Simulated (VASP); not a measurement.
PrHRh3: single point with PBE

PrHRh3:

```
Pr H Rh
1.0
     3.52421    0.00000    0.00000
     0.00000    3.52421    0.00000
     0.00000    0.00000    6.13875
Pr H Rh
1 1 3
Direct
  0.50000 0.50000 0.50000
  0.00000 0.00000 0.50000
  0.50000 0.50000 0.00000
  0.00000 0.00000 0.79792
  0.00000 0.00000 0.20208
```

The cell was built from a structure type or drawn by symmetry, and may not be a known phase.

- Program: VASP 6.6.1
- Task: single point
- Functional: PBE
- Potentials or basis: VASP PAW PBE potentials, release 64 (Pr_3, H, Rh_pv), 4f in core
- Cutoff: 500 eV
- k mesh: 6 × 6 × 4
- Occupations: gaussian, width 0.1 eV
- Spin: collinear spin, ferromagnetic start
- Starting moments: [0.0, 0.0, 1.0, 1.0, 1.0] μB

| Item | Value |
| --- | --- |
| Pressure | -0.1 GPa |
| Largest force | 0.102 eV/Å |
| Net moment | 0.00 μB per cell |
| Valence electrons inside the program's atomic spheres | Pr 8.85; H 0.57; Rh 13.65, 13.81 (each value once) |

Forces on the atoms (eV/Å):
```
Pr   0.000  0.000  0.000
H    0.000  0.000  0.000
Rh   0.000  0.000  0.000
Rh   0.000  0.000 -0.102
Rh   0.000  0.000  0.102
```

Stress tensor (GPa, compression positive):
```
-0.24  0.00  0.00
 0.00 -0.24  0.00
 0.00  0.00  0.03
```

Levels at points of the mesh, in eV from the Fermi level:
Spin up:
| k point | band 26 | band 27 | band 28 | band 29 | band 30 | band 31 | band 32 | band 33 |
| --- | --- | --- | --- | --- | --- | --- | --- | --- |
| (0.00, 0.00, 0.00) | -0.94 | -0.94 | -0.94 | -0.88 | 0.65 | 1.28 | 1.45 | 4.86 |
| (0.50, 0.00, 0.00) | -0.68 | -0.61 | -0.15 | 0.22 | 0.38 | 0.66 | 0.98 | 2.14 |
| (0.50, 0.50, 0.00) | -0.65 | -0.48 | -0.40 | -0.20 | 1.60 | 1.60 | 3.41 | 3.41 |
| (0.00, 0.00, 0.50) | -1.11 | -0.65 | -0.65 | -0.13 | 0.78 | 1.02 | 2.80 | 3.26 |
| (0.50, 0.00, 0.50) | -0.62 | -0.18 | 0.01 | 0.71 | 0.77 | 0.99 | 1.53 | 1.59 |
| (0.50, 0.50, 0.50) | -0.64 | -0.61 | -0.61 | -0.48 | -0.41 | 0.33 | 4.02 | 4.97 |
Spin down:
| k point | band 26 | band 27 | band 28 | band 29 | band 30 | band 31 | band 32 | band 33 |
| --- | --- | --- | --- | --- | --- | --- | --- | --- |
| (0.00, 0.00, 0.00) | -0.94 | -0.94 | -0.94 | -0.88 | 0.65 | 1.28 | 1.45 | 4.86 |
| (0.50, 0.00, 0.00) | -0.68 | -0.61 | -0.15 | 0.22 | 0.38 | 0.66 | 0.98 | 2.14 |
| (0.50, 0.50, 0.00) | -0.65 | -0.48 | -0.40 | -0.20 | 1.60 | 1.60 | 3.41 | 3.41 |
| (0.00, 0.00, 0.50) | -1.11 | -0.65 | -0.65 | -0.13 | 0.78 | 1.02 | 2.80 | 3.26 |
| (0.50, 0.00, 0.50) | -0.62 | -0.18 | 0.01 | 0.71 | 0.77 | 0.99 | 1.53 | 1.59 |
| (0.50, 0.50, 0.50) | -0.64 | -0.61 | -0.61 | -0.48 | -0.41 | 0.33 | 4.02 | 4.97 |

Run time: 99 s on 1 thread of Intel(R) Xeon(R) 6975P-C (Granite Rapids), with other jobs on the host, peak memory 0.3 GiB.

Caveat: the magnetic or orbital state may not be the lowest; spin-orbit coupling is left out, which moves the levels of the heavy elements; the 4f electrons are frozen in the core, so they carry no moment and show no levels. The state reached can hang on the start; a lower one may exist.
